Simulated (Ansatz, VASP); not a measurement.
## One calculation of Ir, two programs

File INCAR:

```
SYSTEM = Ir
ALGO     = Normal         ! electronic algorithm
EDIFF    = 1E-7           ! SCF threshold, eV
ENCUT    = 520            ! plane-wave cutoff, eV
GGA      = CA             ! functional
ISIF     = 2              ! what is computed and relaxed
ISMEAR   = -1             ! smearing method
LASPH    = .TRUE.         ! aspherical terms in the spheres
LCHARG   = .FALSE.        ! write CHGCAR
LREAL    = .FALSE.        ! projectors in reciprocal space
LWAVE    = .FALSE.        ! write WAVECAR
NBANDS   = 16             ! bands
NELM     = 80             ! most SCF steps
PREC     = Accurate       ! precision mode
SIGMA    = 0.1            ! smearing width, eV
```

Contents of KPOINTS:

```
k-points
0
G
  11 11 11
  0 0 0
```

The input POSCAR:

```
Ir
1.0
    0.0000000000      2.7015490673      2.7015490673
    2.7015490673      0.0000000000      2.7015490673
    2.7015490673      2.7015490673      0.0000000000
Ir
2
Direct
    0.1250000000      0.1250000000      0.1250000000
    0.8750000000      0.8750000000      0.8750000000
```

Input for Ansatz:

```yaml
crystal:
  lattice:
    - [0.0, 2.7015490673, 2.7015490673]
    - [2.7015490673, 0.0, 2.7015490673]
    - [2.7015490673, 2.7015490673, 0.0]
  atoms:
    - { symbol: Ir, position: [0.125, 0.125, 0.125] }
    - { symbol: Ir, position: [0.875, 0.875, 0.875] }
hamiltonian:
  xc: lda
  pseudopotentials:
    kind: paw
    azcp:
      Ir: "pseudopotentials/Ir.paw.azcp"
basis:
  ecutwfc: 420
  fft_grid_basis: typed
kpoints:
  mp_grid: { grid: [11, 11, 11], shift: [0, 0, 0] }
magnetization:
  spin_polarized: false
scf:
  occupations: { method: fermi_dirac, width: 0.1 }
  lower_state_search: "off"
output:
  stress: true
  write_density: true
  write_potential: true
  elf: true
  volumetric_format: npy
```

Alike in both runs: task single point; functional LDA; k mesh 11 × 11 × 11; occupations fermi-dirac, width 0.1 eV; no spin polarisation.

|  | VASP | Ansatz |
| --- | --- | --- |
| version | VASP 6.6.1 | Ansatz 0.2.0 |
| potentials or method | VASP PAW LDA potentials, release 64 (Ir), cutoff 520 eV | plane waves (420 eV) with PAW, scalar-relativistic |
| valence electrons in the cell | 18 | 34 |

```csv
,VASP,Ansatz,Ansatz less VASP
pressure (GPa),9.6,9.6,+0.02
```

Ansatz warns that its potentials were made for another functional, while VASP's fit it. LDA's correlation is that of Perdew and Zunger in VASP and of Perdew and Wang (1992) in Ansatz. VASP's potentials hold 18 valence electrons a cell and Ansatz's 34, so a difference there can come from the potentials and not from the codes.

Spin-orbit coupling is off throughout.
